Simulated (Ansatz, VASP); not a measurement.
## Na: VASP beside Ansatz

INCAR

```
SYSTEM = Na
PREC = Accurate
ENCUT = 520
EDIFF = 1E-7
ISMEAR = -1
SIGMA = 0.05
LREAL = .False.
LASPH = .True.
NELM = 80
ALGO = Normal
ISIF = 2
LWAVE = .False.
LCHARG = .False.
NBANDS = 10
```

File KPOINTS:

```
Automatic mesh
0
Gamma
  13 13 13
  0 0 0
```

POSCAR

```
Na
1.0
   -1.5546202758      1.5546202758      1.5546202758
    1.5546202758     -1.5546202758      1.5546202758
    1.5546202758      1.5546202758     -1.5546202758
Na
1
Direct
    0.0000000000      0.0000000000      0.0000000000
```

Input for Ansatz:

```yaml
crystal:
  lattice:
    - [-1.5546202758, 1.5546202758, 1.5546202758]
    - [1.5546202758, -1.5546202758, 1.5546202758]
    - [1.5546202758, 1.5546202758, -1.5546202758]
  atoms:
    - { symbol: Na, position: [0.0, 0.0, 0.0] }
kpoints:
  mp_grid: { grid: [13, 13, 13] }
  band_path:
    path:
      - [0.0, 0.0, 0.0]
      - [0.5, -0.5, 0.5]
      - [0.0, 0.0, 0.5]
      - [0.0, 0.0, 0.0]
      - [0.25, 0.25, 0.25]
      - [0.5, -0.5, 0.5]
      - [0.25, 0.25, 0.25]
      - [0.0, 0.0, 0.5]
    npoints: 8
scf:
  occupations: { method: fermi_dirac, width: 0.05 }
hamiltonian:
  xc: lda
  pseudopotentials: { kind: all_electron, lapw: { basis_error: 0.001 } }
output:
  forces: true
  stress: true
  eigenvalues: true
  populations: true
  dos: { projected: true, de: 0.2, e_range: [-14, 8] }
```

Change from the starting cell: volume scaled by 0.45, LAPW.

Alike in both runs: task single point; functional LDA; k mesh 13 × 13 × 13; occupations fermi-dirac, width 0.05 eV; no spin polarisation.

```csv
,VASP,Ansatz
version,VASP 6.6.1,Ansatz 0.2.0
potentials or method,"VASP PAW LDA potentials, release 64 (Na_pv), cutoff 520 eV","all-electron LAPW, scalar-relativistic"
```

```csv
,VASP,Ansatz,Ansatz less VASP
pressure (GPa),33.2,33.1,-0.14
```

LDA's correlation is that of Perdew and Zunger in VASP and of Perdew and Wang (1992) in Ansatz. Both programs put the cell under a high pressure, so it lies far from rest at this level. Ansatz ran all-electron here, and VASP with PAW potentials.
